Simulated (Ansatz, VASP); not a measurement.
# One calculation of Si16N, two programs

```
CELL_PARAMETERS angstrom
0.00000 5.43000 5.43000
5.43000 0.00000 5.43000
5.43000 5.43000 0.00000
ATOMIC_POSITIONS crystal
Si 0.98040 0.98869 0.03891
Si 0.12626 0.11280 0.14208
Si 0.02585 0.96763 0.51467
Si 0.10285 0.10403 0.66569
Si 0.00987 0.48708 0.01319
Si 0.12481 0.61473 0.14452
Si 0.02839 0.47130 0.51857
Si 0.16105 0.59235 0.63920
Si 0.50002 0.98184 0.00869
Si 0.60926 0.14891 0.10115
Si 0.44317 0.09970 0.46091
Si 0.65551 0.07165 0.63835
Si 0.49880 0.51552 0.00133
Si 0.63438 0.60771 0.14637
Si 0.53669 0.47181 0.51984
Si 0.66048 0.62589 0.63675
N 0.64791 0.89199 0.55267
```

Alike in both runs: functional PBE; k mesh 2 × 2 × 2; occupations fermi-dirac, width 0.05 eV; collinear spin.

Ansatz relaxed the structure, and its values are those at the end. VASP's run is a single point on that final structure, the one shown.

```csv
,VASP,Ansatz
version,VASP 6.6.1,Ansatz 0.2.0
potentials or method,"VASP PAW PBE potentials, release 64 (Si, N), cutoff 520 eV","scalar-relativistic, plane waves, PAW"
valence electrons in the cell,69,69
```

|  | VASP | Ansatz | Ansatz less VASP |
| --- | --- | --- | --- |
| rms of the force components (eV/Å) | 0.009 | 0.009 | -0.0010 |
| net moment per atom (μB) | 0.00 | 0.00 | 0.000 |

The functional is the same, so the differences come from potentials, cutoffs and numerics. Ansatz's warnings: seeded moment not kept.

The k mesh is coarse, so the values compare programs but aren't converged.
